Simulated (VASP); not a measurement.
# Ag (P6_3/mmc) in VASP: notebook, part 2 of 2

VASP 6.6.1. Earlier steps stand in the parts before.

## (3) Single point, PBEsol (17.16 Å³/atom)

This run uses another cell than the first one, of 17.16 Å³/atom.

Input file INCAR:

```
ALGO     = Fast           # electronic algorithm
EDIFF    = 1E-6           # SCF threshold, eV
ENCUT    = 520            # plane-wave cutoff, eV
GGA      = PS             # functional
ISIF     = 2              # what is computed and relaxed
ISMEAR   = 0              # smearing method
LASPH    = T              # aspherical terms in the spheres
LCHARG   = F              # write CHGCAR
LREAL    = F              # projectors in reciprocal space
LWAVE    = F              # write WAVECAR
NBANDS   = 30             # bands
NELM     = 80             # most SCF steps
PREC     = Accurate       # precision mode
SIGMA    = 0.1            # smearing width, eV
```

Input file KPOINTS:

```
k-points
0
Gamma
  18 18 4
```

Input file POSCAR:

```
Ag
1.0
    2.8993803003      0.0000000000      0.0000000000
   -1.4496901502      2.5109369953      0.0000000000
    0.0000000000      0.0000000000      9.4305209100
Ag
4
Direct
    0.3333333333      0.6666666667      0.2500000000
    0.6666666667      0.3333333333      0.7500000000
    0.0000000000      0.0000000000      0.0000000000
    0.0000000000      0.0000000000      0.5000000000
```

Potentials or basis: VASP PAW PBE potentials, release 64 (Ag).

Command:

```
cat potpaw_PBE.64/Ag/POTCAR > POTCAR
mpirun -np 1 vasp_std > vasp.out
```

OUTCAR:

```text
EDIFF = 1E-6
   ENCUT = 520
   GGA = PS
   ISIF = 2
   ISMEAR = 0
   LASPH = T
   LREAL = F
   NELM = 80
   PREC = Accurate

 ion  position               nearest neighbor table
   1  0.333  0.667  0.250-   3 2.89   4 2.89   3 2.89   4 2.89   3 2.89   4 2.89
   2  0.667  0.333  0.750-   3 2.89   4 2.89   3 2.89   4 2.89   3 2.89   4 2.89
   3  0.000  0.000  0.000-   1 2.89   2 2.89   2 2.89   1 2.89   2 2.89   1 2.89
   4  0.000  0.000  0.500-   1 2.89   2 2.89   2 2.89   1 2.89   2 2.89   1 2.89

  LATTYP: Found a hexagonal cell.
 ALAT       =     2.8993803003
 C/A-ratio  =     3.2525988085

  Lattice vectors:

 A1 = (   2.8993803003,   0.0000000000,   0.0000000000)
 A2 = (  -1.4496901502,   2.5109369953,   0.0000000000)
 A3 = (   0.0000000000,   0.0000000000,   9.4305209100)

Analysis of symmetry for initial positions (statically):
=====================================================================
 Subroutine PRICEL returns:
 Original cell was already a primitive cell.

 Routine SETGRP: Setting up the symmetry group for a
 hexagonal supercell.

 Subroutine GETGRP returns: Found 24 space group operations
 (whereof 12 operations were pure point group operations)
 out of a pool of 24 trial point group operations.

The static configuration has the point symmetry D_3d.
 The point group associated with its full space group is D_6h.

Analysis of symmetry for dynamics (positions and initial velocities):
=====================================================================
 Subroutine PRICEL returns:
 Original cell was already a primitive cell.

 Routine SETGRP: Setting up the symmetry group for a
 hexagonal supercell.

 Subroutine GETGRP returns: Found 24 space group operations
 (whereof 12 operations were pure point group operations)
 out of a pool of 24 trial point group operations.

The dynamic configuration has the point symmetry D_3d.
 The point group associated with its full space group is D_6h.

 Subroutine INISYM returns: Found 24 space group operations
 (whereof 12 operations are pure point group operations),
 and found     1 'primitive' translations

----------------------------------------------------------------------------------------

                                     Primitive cell

  volume of cell :      68.6557

  direct lattice vectors                    reciprocal lattice vectors
     2.899380300  0.000000000  0.000000000     0.344901288  0.199128851  0.000000000
    -1.449690150  2.510936995  0.000000000     0.000000000  0.398257703  0.000000000
     0.000000000  0.000000000  9.430520910     0.000000000  0.000000000  0.106038681

  length of vectors
     2.899380300  2.899380300  9.430520910     0.398257703  0.398257703  0.106038681

  position of ions in fractional coordinates (direct lattice)
     0.333333333  0.666666667  0.250000000
     0.666666667  0.333333333  0.750000000
     0.000000000  0.000000000  0.000000000
     0.000000000  0.000000000  0.500000000

  ion indices of the primitive-cell ions
   primitive index   ion index
                 1           1
                 2           2
                 3           3
                 4           4

----------------------------------------------------------------------------------------

 KPOINTS: k-points

Automatic generation of k-mesh.
 Grid dimensions read from file:
 generate k-points for:   18   18    4

 Generating k-lattice:

  Cartesian coordinates                     Fractional coordinates (reciprocal lattice)
     0.019161183  0.011062714  0.000000000     0.055555556 -0.000000000  0.000000000
     0.000000000  0.022125428  0.000000000     0.000000000  0.055555556  0.000000000
     0.000000000  0.000000000  0.026509670     0.000000000  0.000000000  0.250000000

  Length of vectors
     0.022125428  0.022125428  0.026509670

  Shift w.r.t. Gamma in fractional coordinates (k-lattice)
     0.000000000  0.000000000  0.000000000

 Subroutine IBZKPT returns following result:
 ===========================================

 Found    111 irreducible k-points:

 Following reciprocal coordinates:
            Coordinates               Weight
  0.000000  0.000000  0.000000      1.000000
  0.055556  0.000000  0.000000      6.000000
  0.111111  0.000000  0.000000      6.000000
  0.166667 -0.000000  0.000000      6.000000
  0.222222  0.000000  0.000000      6.000000
  0.277778 -0.000000  0.000000      6.000000
[... 16 lines left out ...]
  0.333333  0.111111  0.000000     12.000000
  0.388889  0.111111  0.000000     12.000000
 [... further k-points ...]
   k-points           NKPTS =    111   k-points in BZ     NKDIM =    111   number of bands    NBANDS=     30
   number of dos      NEDOS =    301   number of ions     NIONS =      4
   total plane-waves  NPLWV =  40320
   dimension x,y,z NGX =    24 NGY =   24 NGZ =   70
   dimension x,y,z NGXF=    48 NGYF=   48 NGZF=  140
   ions per type =               4
   NGX,Y,Z   is equivalent  to a cutoff of  13.76, 13.76, 12.34 a.u.
   NGXF,Y,Z  is equivalent  to a cutoff of  27.52, 27.52, 24.68 a.u.
 SYSTEM =  unknown system
   PREC   = accura    normal or accurate (medium, high low for compatibility)
   ISTART =      0    job   : 0-new  1-cont  2-samecut
   ICHARG =      2    charge: 1-file 2-atom 10-const
   ISPIN  =      1    spin polarized calculation?
   LNONCOLLINEAR =      F non collinear calculations
   LSORBIT =      F    spin-orbit coupling
   LASPH  =      T    aspherical Exc in radial PAW
   ENCUT  =  520.0 eV  38.22 Ry    6.18 a.u.   5.39  5.39 17.53*2*pi/ulx,y,z
   NELM   =     80;   NELMIN=  2; NELMDL= -5     # of ELM steps
   EDIFF  = 0.1E-05   stopping-criterion for ELM
   LREAL  =      F    real-space projection
   EDIFFG = 0.1E-04   stopping-criterion for IOM
   NSW    =      0    number of steps for IOM
   IBRION =     -1    ionic relax: 0-MD 1-quasi-New 2-CG
   NFREE  =      0    steps in history (QN), initial steepest desc. (CG)
   ISIF   =      2    stress and relaxation
   ISYM   =      2    0-nonsym 1-usesym 2-fastsym
   POTIM  = 0.5000    time-step for ionic-motion
   TEBEG  =    0.0;   TEEND  =   0.0 temperature during run
   PSTRESS=    0.0 pullay stress
   NELECT =      44.0000    total number of electrons
   NUPDOWN=      -1.0000    fix difference up-down
   EMIN   =  10.00;   EMAX   =-10.00  energy-range for DOS
   EFERMI =   0.00;   METHOD = LEGACY
   ISMEAR =     0;   SIGMA  =   0.10  broadening in eV -4-tet -1-fermi 0-gaus
   EFERMI_NEDOS =   21; number of points for ismear=-14 and -15
   IALGO  =     68    algorithm
   IMIX   =      4    mixing-type and parameters
     AMIX     =   0.40;   BMIX     =  1.00
     AMIX_MAG =   1.60;   BMIX_MAG =  1.00
  volume/ion in A,a.u.               =      17.16       115.83
  Fermi-wavevector in a.u.,A,eV,Ry     =   1.411454  2.667262 27.105572  1.992203
  Thomas-Fermi vector in A             =   2.533304
   LORBIT       =      0    0 simple, 1 ext, 2 COOP (PROOUT), +10 PAW based schemes
   GGA     = PS    functional components
   LHFCALC =     F    Hartree Fock is set to
   AEXX    =    0.0000 exact exchange contribution
   IVDW    =     0    specifies the selected vdW correction
   LEPSILON=     F    determine dielectric tensor
   LRPA    =     F    only Hartree local field effects (RPA)
 non-spin polarized calculation
 RMM-DIIS sequential band-by-band and
 Gauss-broadening in eV      SIGMA  =   0.10
  energy-cutoff  :      520.00
  volume of cell :       68.66
 maximum number of plane-waves:      1907
 NGX is ok and might be reduce to    24
   NGX = 11   NGY = 11   NGZ = 35

 number of electron      43.9999995 magnetization

 Free energy of the ion-electron system (eV)
  ---------------------------------------------------
  ext. energy  EPLUGINS =         0.00000000
  ---------------------------------------------------
  free energy    TOTEN  =       -13.20563352 eV

  energy without entropy =      -13.20099226  energy(sigma->0) =      -13.20331289

 E-fermi :   8.1410     XC(G=0): -12.3723

 val. band max:        8.1075506967   @ k =   0.3889   0.0556   0.0000
 cond. band min:       8.1476655899   @ k =   0.3889   0.0556   0.0000
 fundamental gap:      0.0401148931
 Fermi energy:         8.1410369313

 k-point     1 :       0.0000    0.0000    0.0000
  band No.  band energies     occupation
      1       0.3580      2.00000
      2       1.7667      2.00000
      3       1.7713      2.00000
      4       1.7922      2.00000
      5       3.3776      2.00000
      6       3.3776      2.00000
[... 781 lines left out ...]
     29      17.0465      0.00000
     30      18.0863      0.00000

 [... further k-points ...]
[... 5 lines left out ...]
  --------------------------------------------------------------------------------------
  -------------------------------------------------------------------------------------
  Total       -1.4806534     -1.4806534     -1.4672724      0.0000000     -0.0000000      0.0000000
  in kB      -34.5531235    -34.5531235    -34.2408597      0.0000000     -0.0000000      0.0000000
  external PRESSURE =     -34.4490356 kB  Pullay stress =       0.0000000 kB

 VOLUME and BASIS-vectors are now :
 -----------------------------------------------------------------------------
  energy-cutoff  :      520.00
  volume of cell :       68.66
      direct lattice vectors                 reciprocal lattice vectors
     2.899380300  0.000000000  0.000000000     0.344901288  0.199128851  0.000000000
    -1.449690150  2.510936995  0.000000000     0.000000000  0.398257703  0.000000000
     0.000000000  0.000000000  9.430520910     0.000000000  0.000000000  0.106038681

 POSITION                                       TOTAL-FORCE (eV/Angst)
 -----------------------------------------------------------------------------------
     -0.00000      1.67396      2.35763        -0.000000     -0.000000     -0.000000
      1.44969      0.83698      7.07289         0.000000      0.000000      0.000000
      0.00000      0.00000      0.00000        -0.000000      0.000000     -0.000000
      0.00000      0.00000      4.71526        -0.000000      0.000000     -0.000000
 -----------------------------------------------------------------------------------
    total drift:                               -0.000000      0.000000      0.000000

  FREE ENERGIE OF THE ION-ELECTRON SYSTEM (eV)
  ---------------------------------------------------
  free  energy   TOTEN  =       -13.2056335241 eV

  energy  without entropy=      -13.2009922586  energy(sigma->0) =      -13.20331289
```

Run time: 5.1 min. Hardware: 1 thread of Intel Xeon 8259CL, shared host; peak memory 0.31 GiB.

Results:

| Quantity | Value |
| --- | --- |
| Free energy | -13.2056 eV |
| Pressure | -3.4 GPa |
| Band gap on the k mesh | zero (bands 22 and 23 overlap by 6.41 eV) |

Levels at points of the mesh, in eV from the Fermi level:
```tsv
k point	band 20	band 21	band 22	band 23	band 24	band 25
(0.00, 0.00, 0.00)	-3.37	-3.37	-2.97	-2.97	-0.41	3.59
(0.50, 0.00, 0.00)	-2.76	-0.24	0.68	0.97	1.50	4.24
(0.00, 0.00, 0.50)	-3.14	-3.14	-3.14	-2.47	-2.47	6.48
(0.50, 0.00, 0.50)	-2.80	0.20	0.20	1.35	1.35	4.68
```

Caveat: the cell stands under tension; the PAW data sets were made with another functional, which shifts forces and pressure a little.

## (4) Single point, PBEsol (17.66 Å³/atom)

This run uses another cell than the first one, of 17.66 Å³/atom.

Input file INCAR:

```
SYSTEM = Ag
PREC = Accurate
ENCUT = 520
EDIFF = 1E-6
ISMEAR = 0
SIGMA = 0.1
LREAL = .FALSE.
LASPH = .TRUE.
NELM = 60
ALGO = Fast
ISIF = 2
LWAVE = .FALSE.
LCHARG = .FALSE.
GGA = PS
NBANDS = 30
```

Input file KPOINTS:

```
Automatic mesh
0
G
  18 18 4
  0 0 0
```

Input file POSCAR:

```
Ag
1.0
    2.9272606674      0.0000000000      0.0000000000
   -1.4636303337      2.5350821014      0.0000000000
    0.0000000000      0.0000000000      9.5212045587
Ag
4
Direct
    0.3333333333      0.6666666667      0.2500000000
    0.6666666667      0.3333333333      0.7500000000
    0.0000000000      0.0000000000      0.0000000000
    0.0000000000      0.0000000000      0.5000000000
```

Command:

```
cat potpaw_PBE.64/Ag/POTCAR > POTCAR
mpirun -np 1 vasp_std > vasp.out
```

Wall time 4.9 min (1 thread of Intel Xeon 8259CL, shared host); peak memory 0.32 GiB.

It converged, with:

| Item | Value |
| --- | --- |
| Free energy | -13.1476 eV |
| Pressure | -6.0 GPa |
| Band gap on the k mesh | zero (bands 22 and 23 overlap by 6.31 eV) |

Levels at points of the mesh, in eV from the Fermi level:
| k point | band 18 | band 19 | band 20 | band 21 | band 22 | band 23 | band 24 | band 25 | band 26 | band 27 |
| --- | --- | --- | --- | --- | --- | --- | --- | --- | --- | --- |
| (0.00, 0.00, 0.00) | -3.55 | -3.55 | -3.34 | -3.34 | -2.96 | -2.96 | -0.34 | 3.44 | 10.91 | 10.94 |
| (0.50, 0.00, 0.00) | -2.79 | -2.78 | -2.76 | -0.18 | 0.72 | 0.94 | 1.47 | 4.08 | 4.16 | 7.20 |
| (0.00, 0.00, 0.50) | -3.71 | -3.12 | -3.12 | -3.12 | -3.12 | -2.39 | -2.39 | 6.31 | 6.31 | 15.18 |
| (0.50, 0.00, 0.50) | -2.90 | -2.80 | -2.80 | 0.22 | 0.22 | 1.32 | 1.32 | 4.55 | 4.55 | 6.17 |

Caveat: the cell stands under tension; the PAW data sets were made with another functional, which shifts forces and pressure a little.

## (5) Single point, PBEsol+U

Input file INCAR:

```
SYSTEM = Ag
PREC     = Accurate       ! precision mode
ENCUT    = 520            ! plane-wave cutoff, eV
EDIFF    = 1E-6           ! SCF threshold, eV
ISMEAR   = 0              ! smearing method
SIGMA    = 0.1            ! smearing width, eV
LREAL    = .FALSE.        ! projectors in reciprocal space
LASPH    = .TRUE.         ! aspherical terms in the spheres
NELM     = 150            ! most SCF steps
ALGO     = Normal         ! electronic algorithm
ISIF     = 2              ! what is computed and relaxed
LWAVE    = .FALSE.        ! write WAVECAR
LCHARG   = .TRUE.         ! write CHGCAR
LMAXMIX  = 4              ! l up to which the mixer works
LDAU     = .TRUE.         ! DFT+U
LDAUTYPE = 2            
LDAUL    = 2              ! shell
LDAUU    = 3              ! U, eV
LDAUJ    = 0            
LDAUPRINT= 1            
GGA      = PS             ! functional
LELF     = .TRUE.         ! ELF
LVHAR    = .TRUE.       
NBANDS   = 30             ! bands
```

KPOINTS is that of step 4.

Input file POSCAR:

```
Ag
1.0
    2.8709531720      0.0000000000      0.0000000000
   -1.4354765860      2.4863183801      0.0000000000
    0.0000000000      0.0000000000      9.3380588815
Ag
4
Direct
    0.3333333333      0.6666666667      0.2500000000
    0.6666666667      0.3333333333      0.7500000000
    0.0000000000      0.0000000000      0.0000000000
    0.0000000000      0.0000000000      0.5000000000
```

Potentials or basis: VASP PAW PBE potentials, release 64 (Ag).

Command:

```
cat potpaw_PBE.64/Ag/POTCAR > POTCAR
mpirun -np 1 vasp_std > vasp.out
```

OUTCAR:

```text
SYSTEM = Ag
   PREC = Accurate
   ENCUT = 520
   EDIFF = 1E-6
   ISMEAR = 0
   LREAL = .FALSE.
   LASPH = .TRUE.
   NELM = 150
   ISIF = 2
   GGA = PS

 ion  position               nearest neighbor table
   1  0.333  0.667  0.250-   3 2.86   4 2.86   3 2.86   4 2.86   3 2.86   4 2.86
   2  0.667  0.333  0.750-   3 2.86   4 2.86   3 2.86   4 2.86   3 2.86   4 2.86
   3  0.000  0.000  0.000-   1 2.86   2 2.86   2 2.86   1 2.86   2 2.86   1 2.86
   4  0.000  0.000  0.500-   1 2.86   2 2.86   2 2.86   1 2.86   2 2.86   1 2.86

  LATTYP: Found a hexagonal cell.
 ALAT       =     2.8709531720
[... 1123 lines left out ...]

 [... further k-points ...]
[... 5 lines left out ...]
  --------------------------------------------------------------------------------------
  -------------------------------------------------------------------------------------
  Total       -0.6085039     -0.6085039     -0.5279396      0.0000000     -0.0000000      0.0000000
  in kB      -14.6263012    -14.6263012    -12.6898178      0.0000000     -0.0000000      0.0000000
  external PRESSURE =     -13.9808067 kB  Pullay stress =       0.0000000 kB

 VOLUME and BASIS-vectors are now :
 -----------------------------------------------------------------------------
  energy-cutoff  :      520.00
  volume of cell :       66.66
      direct lattice vectors                 reciprocal lattice vectors
     2.870953172  0.000000000  0.000000000     0.348316374  0.201100553  0.000000000
    -1.435476586  2.486318380  0.000000000     0.000000000  0.402201105  0.000000000
     0.000000000  0.000000000  9.338058882     0.000000000  0.000000000  0.107088637

 POSITION                                       TOTAL-FORCE (eV/Angst)
 -----------------------------------------------------------------------------------
     -0.00000      1.65755      2.33451         0.000000     -0.000000      0.000000
      1.43548      0.82877      7.00354        -0.000000      0.000000      0.000000
      0.00000      0.00000      0.00000         0.000000     -0.000000      0.000000
      0.00000      0.00000      4.66903         0.000000     -0.000000      0.000000
 -----------------------------------------------------------------------------------
    total drift:                               -0.000000      0.000000      0.000000

  FREE ENERGIE OF THE ION-ELECTRON SYSTEM (eV)
  ---------------------------------------------------
  free  energy   TOTEN  =        -9.0805898514 eV

  energy  without entropy=       -9.0753758561  energy(sigma->0) =       -9.07798285
```

stdout:

```text
POSCAR found type information on POSCAR Ag
 POSCAR found :  1 types and       4 ions
 scaLAPACK will be used
 -----------------------------------------------------------------------------
|                                                                             |
|                                                                             |
|     You enforced a specific xc type in the INCAR file but a different       |
|     I HOPE YOU KNOW WHAT YOU ARE DOING!                                     |
|                                                                             |
 -----------------------------------------------------------------------------

 LDA part: xc-table for (Slater+PW92), standard interpolation
 POSCAR, INCAR and KPOINTS ok, starting setup
 FFT: planning ... GRIDC
 FFT: planning ... GRID_SOFT
 FFT: planning ... GRID
 WAVECAR not read
 entering main loop
```

Wall time 4.1 min (1 thread of Oxide Virtual Turin-like, shared host); peak memory 0.26 GiB.

What came out:

* Free energy: -9.0806 eV
* Pressure: -1.4 GPa
* Band gap on the k mesh: zero (bands 22 and 23 overlap by 7.33 eV)

Eigenvalues of the final occupation matrices:
```
    site  spin  trace               eigenvalues
site 1 d     1   4.66  0.93 0.93 0.93 0.93 0.93
site 1 d     2   4.66  0.93 0.93 0.93 0.93 0.93
site 2 d     1   4.66  0.93 0.93 0.93 0.93 0.93
site 2 d     2   4.66  0.93 0.93 0.93 0.93 0.93
site 3 d     1   4.66  0.93 0.93 0.93 0.94 0.94
site 3 d     2   4.66  0.93 0.93 0.93 0.94 0.94
site 4 d     1   4.66  0.93 0.93 0.93 0.94 0.94
site 4 d     2   4.66  0.93 0.93 0.93 0.94 0.94
```

Caveat: the PAW data sets were made with another functional, which shifts forces and pressure a little; U without spin polarisation on a metal has little footing; the U is typed as a test and isn't derived for this compound.

## (6) Overview

```tsv
level	U	cell	gap on the mesh (eV)	pressure (GPa)
PBEsol	-	a = 2.871, b = 2.871, c = 9.338 Å, angles 90.0, 90.0, 120.0°, 4 atoms	none	-0.3
PBEsol	-	a = 2.899, b = 2.899, c = 9.431 Å, angles 90.0, 90.0, 120.0°, 4 atoms	none	-3.4
PBEsol	-	a = 2.927, b = 2.927, c = 9.521 Å, angles 90.0, 90.0, 120.0°, 4 atoms	none	-6.0
PBEsol+U	Ag d U = 3.0 eV	a = 2.871, b = 2.871, c = 9.338 Å, angles 90.0, 90.0, 120.0°, 4 atoms	none	-1.4
```

Alike in all rows: task single point; potentials or basis VASP PAW PBE potentials, release 64 (Ag); no spin polarisation; k mesh 18 × 18 × 4; cutoff (eV) 520; smearing gaussian 0.1 eV.

Caveats: the PAW data sets were made with another functional, which shifts forces and pressure a little; the cell stands under tension (at least some runs); U without spin polarisation on a metal has little footing (at least some runs); the U is typed as a test and isn't derived for this compound (at least some runs).

Absolute energies hang on the potentials; compare differences alone.

The gap in the log of VASP goes by the Fermi energy; the results here count the filled bands.